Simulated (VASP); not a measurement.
SiC:

```
CELL_PARAMETERS angstrom
3.07756 0.00000 0.00000
-1.53878 2.66524 0.00000
0.00000 0.00000 9.87519
ATOMIC_POSITIONS crystal
Si 0.00000 0.00000 0.99925
Si 0.33333 0.66667 0.24943
Si 0.00000 0.00000 0.49925
Si 0.66667 0.33333 0.74943
C 0.00000 0.00000 0.18779
C 0.33333 0.66667 0.43853
C 0.00000 0.00000 0.68779
C 0.66667 0.33333 0.93853
```

This cell differs from its parent crystal: uniaxial z strain -2.0%.

Base run:

* Program: VASP 6.6.1
* Functional: r2SCAN
* Potentials or basis: VASP PAW PBE potentials, release 64 (Si, C)
* Cutoff: 520 eV
* k mesh: 12 × 12 × 4
* Occupations: gaussian, width 0.01 eV
* Spin: no spin polarisation

Its results: band gap on the k mesh 2.59 eV (least direct gap 3.86 eV); pressure 4.6 GPa.

Task: The run is repeated on the same cell with these changes: functional from r2SCAN to PBE; occupations from gaussian, width 0.01 eV to fermi-dirac, width 0.02 eV. What comes out?

Result: Band gap on the k mesh 2.19 eV (least direct gap 3.40 eV); pressure 8.2 GPa.

Caveats: the cell stands under pressure; the PAW data sets were made with another functional, which shifts forces and pressure a little (at least some runs).

A k mesh can miss the band edges.
